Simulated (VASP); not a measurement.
# TiSi2 (Immm) in VASP: a series of runs

Runs on TiSi2. Level: LDA. Tasks: single point.

Program: VASP 6.6.1. These are calculated values, not measurements. Logs are shortened: lines on timing, memory, paths and dates and some standing lists are left out, and cuts for length are marked.

## Step 1: The cell of the first run

The structure is orthorhombic, space group Immm (No. 71). The conventional cell has a = 2.882 Å, b = 3.340 Å, c = 8.201 Å, α = 90.00°, β = 90.00°, γ = 90.00°. Within 3.4 Å of Ti (site symmetry mmm) lie 10 Si at 2.57 to 2.69 Å and 4 Ti at 2.88 to 3.34 Å. Si (site symmetry mm2) has 7 Si at 2.43 to 3.07 Å and 5 Ti at 2.57 to 2.69 Å within 3.2 Å.

## Step 2: Single point, LDA (atoms shifted along a free coordinate)

Input file INCAR:

```
SYSTEM = TiSi2
PREC = Accurate ; ENCUT = 520
EDIFF = 1E-6 ; ISMEAR = 0
SIGMA = 0.15 ; LREAL = .FALSE.
LASPH = .TRUE. ; NELM = 100
ALGO = Normal ; ISIF = 2
LWAVE = .FALSE. ; LCHARG = .FALSE.
NBANDS = 17
```

Input file KPOINTS:

```
regular mesh
0
G
  18 18 18
  0 0 0
```

Input file POSCAR:

```
TiSi2
1.0
   -1.4410529458      1.6701060708      4.1004087654
    1.4410529458     -1.6701060708      4.1004087654
    1.4410529458      1.6701060708     -4.1004087654
Ti Si
1 2
Direct
    0.0000000000      0.0000000000      0.0000000000
    0.3128021428      0.3128021428      0.0000000000
    0.6871978572      0.6871978572      0.0000000000
```

Potentials or basis: VASP PAW LDA potentials, release 64 (Ti_sv, Si).

Launch:

```console
$ cat potpaw_LDA.64/Ti_sv/POTCAR potpaw_LDA.64/Si/POTCAR > POTCAR
$ mpirun -np 1 vasp_std > vasp.out
```

OUTCAR:

```text
SYSTEM = TiSi2
   PREC = Accurate
   ENCUT = 520
   EDIFF = 1E-6
   ISMEAR = 0
   LREAL = .FALSE.
   LASPH = .TRUE.
   NELM = 100
   ISIF = 2

 ion  position               nearest neighbor table
   1  0.000  0.000  0.000-   2 2.57   3 2.57   3 2.69   3 2.69   3 2.69   2 2.69   2 2.69   2 2.69
                             3 2.69   2 2.69
   2  0.313  0.313  0.000-   3 2.43   3 2.43   3 2.43   3 2.43   1 2.57   1 2.69   1 2.69   1 2.69
                             1 2.69   3 3.07
   3  0.687  0.687  0.000-   2 2.43   2 2.43   2 2.43   2 2.43   1 2.57   1 2.69   1 2.69   1 2.69
                             1 2.69   2 3.07

  LATTYP: Found a body centered orthorhombic cell.
 ALAT       =     2.8821058916
 B/A-ratio  =     1.1589484451
 C/A-ratio  =     2.8454254768

  Lattice vectors:

 A1 = (  -1.4410529458,   1.6701060708,   4.1004087654)
 A2 = (   1.4410529458,  -1.6701060708,   4.1004087654)
 A3 = (   1.4410529458,   1.6701060708,  -4.1004087654)

Analysis of symmetry for initial positions (statically):
=====================================================================
 Subroutine PRICEL returns:
 Original cell was already a primitive cell.

 Routine SETGRP: Setting up the symmetry group for a
 body centered orthorhombic supercell.

 Subroutine GETGRP returns: Found  8 space group operations
 (whereof  8 operations were pure point group operations)
 out of a pool of  8 trial point group operations.

The static configuration has the point symmetry D_2h.

Analysis of symmetry for dynamics (positions and initial velocities):
=====================================================================
 Subroutine PRICEL returns:
 Original cell was already a primitive cell.

 Routine SETGRP: Setting up the symmetry group for a
 body centered orthorhombic supercell.

 Subroutine GETGRP returns: Found  8 space group operations
 (whereof  8 operations were pure point group operations)
 out of a pool of  8 trial point group operations.

The dynamic configuration has the point symmetry D_2h.

 Subroutine INISYM returns: Found  8 space group operations
 (whereof  8 operations are pure point group operations),
 and found     1 'primitive' translations

----------------------------------------------------------------------------------------

                                     Primitive cell

  volume of cell :      39.4740

  direct lattice vectors                    reciprocal lattice vectors
    -1.441052946  1.670106071  4.100408765     0.000000000  0.299382182  0.121939062
     1.441052946 -1.670106071  4.100408765     0.346968515  0.000000000  0.121939062
     1.441052946  1.670106071 -4.100408765     0.346968515  0.299382182  0.000000000

  length of vectors
     4.656097070  4.656097070  4.656097070     0.323262782  0.367772056  0.458275944

  position of ions in fractional coordinates (direct lattice)
     0.000000000  0.000000000  0.000000000
     0.312802143  0.312802143  0.000000000
     0.687197857  0.687197857  0.000000000

  ion indices of the primitive-cell ions
   primitive index   ion index
                 1           1
                 2           2
                 3           3

----------------------------------------------------------------------------------------

 KPOINTS: regular mesh

Automatic generation of k-mesh.
 Grid dimensions read from file:
 generate k-points for:   18   18   18

 Generating k-lattice:

  Cartesian coordinates                     Fractional coordinates (reciprocal lattice)
     0.000000000  0.016632343  0.006774392     0.055555556  0.000000000  0.000000000
     0.019276029  0.000000000  0.006774392     0.000000000  0.055555556  0.000000000
     0.019276029  0.016632343  0.000000000     0.000000000  0.000000000  0.055555556

  Length of vectors
     0.017959043  0.020431781  0.025459775

  Shift w.r.t. Gamma in fractional coordinates (k-lattice)
     0.000000000  0.000000000  0.000000000

 Subroutine IBZKPT returns following result:
 ===========================================

 Found    865 irreducible k-points:

 Following reciprocal coordinates:
            Coordinates               Weight
  0.000000  0.000000  0.000000      1.000000
  0.055556  0.000000 -0.000000      4.000000
  0.111111  0.000000 -0.000000      4.000000
  0.166667  0.000000 -0.000000      4.000000
  0.222222  0.000000  0.000000      4.000000
  0.277778 -0.000000  0.000000      4.000000
[... 16 lines left out ...]
 -0.333333  0.055556 -0.000000      8.000000
 -0.277778  0.055556 -0.000000      8.000000
 [... further k-points ...]
   k-points           NKPTS =    865   k-points in BZ     NKDIM =    865   number of bands    NBANDS=     17
   number of dos      NEDOS =    301   number of ions     NIONS =      3
   total plane-waves  NPLWV =  46656
   dimension x,y,z NGX =    36 NGY =   36 NGZ =   36
   dimension x,y,z NGXF=    72 NGYF=   72 NGZF=   72
   ions per type =               1   2
   NGX,Y,Z   is equivalent  to a cutoff of  12.85, 12.85, 12.85 a.u.
   NGXF,Y,Z  is equivalent  to a cutoff of  25.71, 25.71, 25.71 a.u.
 SYSTEM =  TiSi2
   PREC   = accura    normal or accurate (medium, high low for compatibility)
   ISTART =      0    job   : 0-new  1-cont  2-samecut
   ICHARG =      2    charge: 1-file 2-atom 10-const
   ISPIN  =      1    spin polarized calculation?
   LNONCOLLINEAR =      F non collinear calculations
   LSORBIT =      F    spin-orbit coupling
   LASPH  =      T    aspherical Exc in radial PAW
   ENCUT  =  520.0 eV  38.22 Ry    6.18 a.u.   8.66  8.66  8.66*2*pi/ulx,y,z
   NELM   =    100;   NELMIN=  2; NELMDL= -5     # of ELM steps
   EDIFF  = 0.1E-05   stopping-criterion for ELM
   LREAL  =      F    real-space projection
   EDIFFG = 0.1E-04   stopping-criterion for IOM
   NSW    =      0    number of steps for IOM
   IBRION =     -1    ionic relax: 0-MD 1-quasi-New 2-CG
   NFREE  =      0    steps in history (QN), initial steepest desc. (CG)
   ISIF   =      2    stress and relaxation
   ISYM   =      2    0-nonsym 1-usesym 2-fastsym
   POTIM  = 0.5000    time-step for ionic-motion
   TEBEG  =    0.0;   TEEND  =   0.0 temperature during run
   PSTRESS=    0.0 pullay stress
   NELECT =      20.0000    total number of electrons
   NUPDOWN=      -1.0000    fix difference up-down
   EMIN   =  10.00;   EMAX   =-10.00  energy-range for DOS
   EFERMI =   0.00;   METHOD = LEGACY
   ISMEAR =     0;   SIGMA  =   0.15  broadening in eV -4-tet -1-fermi 0-gaus
   EFERMI_NEDOS =   21; number of points for ismear=-14 and -15
   IALGO  =     38    algorithm
   IMIX   =      4    mixing-type and parameters
     AMIX     =   0.40;   BMIX     =  1.00
     AMIX_MAG =   1.60;   BMIX_MAG =  1.00
  volume/ion in A,a.u.               =      13.16        88.79
  Fermi-wavevector in a.u.,A,eV,Ry     =   1.305112  2.466304 23.175039  1.703317
  Thomas-Fermi vector in A             =   2.436003
   LORBIT       =      0    0 simple, 1 ext, 2 COOP (PROOUT), +10 PAW based schemes
   GGA     = CA    functional components
   LHFCALC =     F    Hartree Fock is set to
   AEXX    =    0.0000 exact exchange contribution
   IVDW    =     0    specifies the selected vdW correction
   LEPSILON=     F    determine dielectric tensor
   LRPA    =     F    only Hartree local field effects (RPA)
 non-spin polarized calculation
 Gauss-broadening in eV      SIGMA  =   0.15
  energy-cutoff  :      520.00
  volume of cell :       39.47
 maximum number of plane-waves:      1090
   NGX = 17   NGY = 17   NGZ = 17

 number of electron      20.0000002 magnetization

 Free energy of the ion-electron system (eV)
  ---------------------------------------------------
  ext. energy  EPLUGINS =         0.00000000
  ---------------------------------------------------
  free energy    TOTEN  =       -21.70414189 eV

  energy without entropy =      -21.68469906  energy(sigma->0) =      -21.69442048

 E-fermi :  10.9237     XC(G=0): -12.1594

 val. band max:       10.9219095821   @ k =   0.3889   0.1667   0.1111
 cond. band min:      10.9248166433   @ k =  -0.3889   0.4444   0.2778
 fundamental gap:      0.0029070611
 Fermi energy:        10.9236518997

 k-point     1 :       0.0000    0.0000    0.0000
  band No.  band energies     occupation
      1     -44.5917      2.00000
      2     -21.3352      2.00000
      3     -21.2814      2.00000
      4     -21.0153      2.00000
      5      -2.5293      2.00000
      6       6.5005      2.00000
[... 9 lines left out ...]
     16      16.2014      0.00000
     17      16.3420      0.00000

 k-point     2 :       0.0556    0.0000   -0.0000
  band No.  band energies     occupation
      1     -44.5914      2.00000
      2     -21.3349      2.00000
      3     -21.2852      2.00000
      4     -21.0150      2.00000
      5      -2.4824      2.00000
      6       6.3030      2.00000
[... 9 lines left out ...]
     16      16.1735      0.00000
     17      16.4131      0.00000

 k-point     3 :       0.1111    0.0000   -0.0000
  band No.  band energies     occupation
      1     -44.5906      2.00000
      2     -21.3342      2.00000
      3     -21.2960      2.00000
      4     -21.0143      2.00000
      5      -2.3423      2.00000
      6       5.9298      2.00000
[... 9 lines left out ...]
     16      16.1089      0.00000
     17      16.6169      0.00000

 k-point     4 :       0.1667    0.0000   -0.0000
  band No.  band energies     occupation
      1     -44.5894      2.00000
      2     -21.3331      2.00000
      3     -21.3125      2.00000
      4     -21.0131      2.00000
      5      -2.1113      2.00000
      6       5.4048      2.00000
[... 9 lines left out ...]
     16      16.2594      0.00000
     17      16.9498      0.00000
[... 343 lines left out ...]
      1     -44.5820      2.00000
      2     -21.3887      2.00000
      3     -21.3255      2.00000
      4     -21.0207      2.00000
      5      -0.3643      2.00000
      6       2.4764      2.00000
[... 9 lines left out ...]
     16      17.4014      0.00000
     17      18.9578      0.00000

 k-point    23 :      -0.3333    0.0556   -0.0000
  band No.  band energies     occupation
      1     -44.5832      2.00000
      2     -21.3725      2.00000
      3     -21.3265      2.00000
      4     -21.0218      2.00000
      5      -0.9091      2.00000
      6       3.2585      2.00000
[... 9 lines left out ...]
     16      17.9157      0.00000
     17      18.7322      0.00000

 k-point    24 :      -0.2778    0.0556   -0.0000
  band No.  band energies     occupation
      1     -44.5848      2.00000
      2     -21.3526      2.00000
      3     -21.3278      2.00000
      4     -21.0233      2.00000
      5      -1.3812      2.00000
      6       4.0606      2.00000
[... 9 lines left out ...]
     16      18.1727      0.00000
     17      18.5650      0.00000

 [... further k-points ...]

------------------------ aborting loop because EDIFF is reached ----------------------------------------

  FORCE on cell =-STRESS in cart. coord.  units (eV):
  Direction    XX          YY          ZZ          XY          YZ          ZX
  --------------------------------------------------------------------------------------
  -------------------------------------------------------------------------------------
  Total        1.8331062      0.7467532      2.3215320      0.0000000      0.0000000      0.0000000
  in kB       74.4024222     30.3093446     94.2267283      0.0000000      0.0000000      0.0000000
  external PRESSURE =      66.3128317 kB  Pullay stress =       0.0000000 kB

 VOLUME and BASIS-vectors are now :
 -----------------------------------------------------------------------------
  energy-cutoff  :      520.00
  volume of cell :       39.47
      direct lattice vectors                 reciprocal lattice vectors
    -1.441052946  1.670106071  4.100408765     0.000000000  0.299382182  0.121939062
     1.441052946 -1.670106071  4.100408765     0.346968515  0.000000000  0.121939062
     1.441052946  1.670106071 -4.100408765     0.346968515  0.299382182  0.000000000

 POSITION                                       TOTAL-FORCE (eV/Angst)
 -----------------------------------------------------------------------------------
      0.00000      0.00000      0.00000         0.000000      0.000000      0.000000
      0.00000      0.00000      2.56523         0.000000     -0.000000      1.622149
      0.00000      0.00000      5.63558        -0.000000     -0.000000     -1.622149
 -----------------------------------------------------------------------------------
    total drift:                               -0.000000     -0.000000     -0.000000

  FREE ENERGIE OF THE ION-ELECTRON SYSTEM (eV)
  ---------------------------------------------------
  free  energy   TOTEN  =       -21.7041418911 eV

  energy  without entropy=      -21.6846990606  energy(sigma->0) =      -21.69442048
```

It took 6.3 min on 1 thread of Intel Xeon 6975P-C (Granite Rapids), shared host; peak memory 0.62 GiB.

Results:

```
Free energy            : -21.7041 eV
Pressure               : 6.6 GPa
Largest force          : 1.622 eV/Å
Band gap on the k mesh : zero (bands 10 and 11 overlap by 2.19 eV)
```

Forces in eV/Å, atoms in the order of the input:
```
Ti   0.000  0.000  0.000
Si   0.000  0.000  1.622
Si   0.000  0.000 -1.622
```

Stress tensor (GPa, compression positive):
```
7.44 0.00 0.00
0.00 3.03 0.00
0.00 0.00 9.42
```

Caveat: the cell differs from its parent crystal (atoms shifted along a free coordinate); the stress differs along the axes, from 3 to 9 GPa; forces of over 1 eV/Å act on the atoms, so gaps and moduli don't describe the material at rest.

[end of part 1 of 2]
